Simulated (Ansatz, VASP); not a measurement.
## Two plane-wave programs on MoSe

```
Mo Se
1.0
     0.00000    2.81786    2.81786
     2.81786    0.00000    2.81786
     2.81786    2.81786    0.00000
Mo Se
1 1
Direct
  0.00000 0.00000 0.00000
  0.50000 0.50000 0.50000
```

Alike in both runs: task single point; functional r2SCAN; k mesh 12 × 12 × 12; occupations gaussian, width 0.1 eV; collinear spin; Hubbard terms Mo d U = 4.38 eV.

|  | VASP | Ansatz |
| --- | --- | --- |
| version | VASP 6.6.1 | Ansatz 0.2.0 |
| potentials or method | VASP PAW PBE potentials, release 64 (Mo_sv, Se), cutoff 520 eV | scalar-relativistic, plane waves, PAW |
| valence electrons in the cell | 20 | 30 |

Ansatz gave:

```
gap on the k mesh at the Fermi level (eV)                     : none
pressure (GPa)                                                : 3.2
net moment per atom (μB)                                      : 2.00
size of the moment on the site where the two differ most (μB) : 3.38
```

Q: Which values does VASP return?

A: gap on the k mesh at the Fermi level (eV): none; pressure (GPa): 2.0; net moment per atom (μB): 2.00; size of the moment on the site where the two differ most (μB): 3.67.

VASP's potentials were made for PBE, not for r2SCAN. Site moments also hang on the region over which each program counts them. The programs project onto different local orbitals, so the same U acts differently, and such runs can settle in different states. A gap of «none» marks a metal or a gap that the smearing closes. VASP's potentials hold 20 valence electrons a cell and Ansatz's 30, so a difference there can come from the potentials and not from the codes. Ansatz's warnings: filled band counts differ across k points, stability check not made.
